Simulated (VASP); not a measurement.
Runs of VASP 6.6.1 on Na4Li7S2Cl7. The cell holds an amorphous packing of atoms, 20 atoms: a = 7.474 Å, b = 7.370 Å, c = 7.557 Å, α = 90.99°, β = 91.66°, γ = 89.35°. 

```tsv
smearing	gap on the mesh (eV)	largest force (eV/Å)
fermi-dirac 0.112 eV	(b)	1.69
fermi-dirac 0.05 eV	4.12	(c)
fermi-dirac 0.062 eV	3.71	0.96
fermi-dirac 0.1551 eV	1.92	(a)
```

Alike in all rows: task single point; level PBE+D3(BJ); potentials or basis VASP PAW PBE potentials, release 64 (Na_pv, S, Li_sv, Cl); no spin polarisation; cell as given; k mesh 1 × 1 × 1, shifted; cutoff (eV) 520.

Q: Fill in the values left out.

A: (a) 4.87; (b) 3.83; (c) 1.11.

Caveats: all runs use coarse meshes.

A k mesh can miss the band edges.
